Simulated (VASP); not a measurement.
Crystal: BN.

```
N B
1.0
     2.47414    0.00000    0.00000
    -1.22986    2.14682    0.00000
    -0.62214   -1.07341    2.98169
N B
1 1
Direct
  0.66851 0.33238 0.98500
  0.97964 0.98350 0.00181
```

Base run:

- Program: VASP 6.6.1
- Functional: LDA
- Potentials or basis: VASP PAW LDA potentials, release 64 (N, B)
- Cutoff: 520 eV
- k mesh: 13 × 13 × 9
- Occupations: fermi-dirac, width 0.05 eV
- Spin: no spin polarisation

Its results: band gap on the k mesh 2.60 eV, indirect (least direct gap 4.49 eV); pressure 8.0 GPa; largest force 2.954 eV/Å.

Q: The run is repeated on the same cell with these changes: functional from LDA to PBEsol; potentials or basis from VASP PAW LDA potentials, release 64 (N, B) to VASP PAW PBE potentials, release 64 (N, B). What comes out?

A: Band gap on the k mesh 2.68 eV, indirect (least direct gap 4.56 eV); pressure 13.8 GPa; largest force 2.998 eV/Å.

Caveats: forces of over 1 eV/Å act on the atoms, so gaps and moduli don't describe the material at rest (some runs); the PAW data sets were made with another functional, which shifts forces and pressure a little (some runs).

A k mesh can miss the band edges.
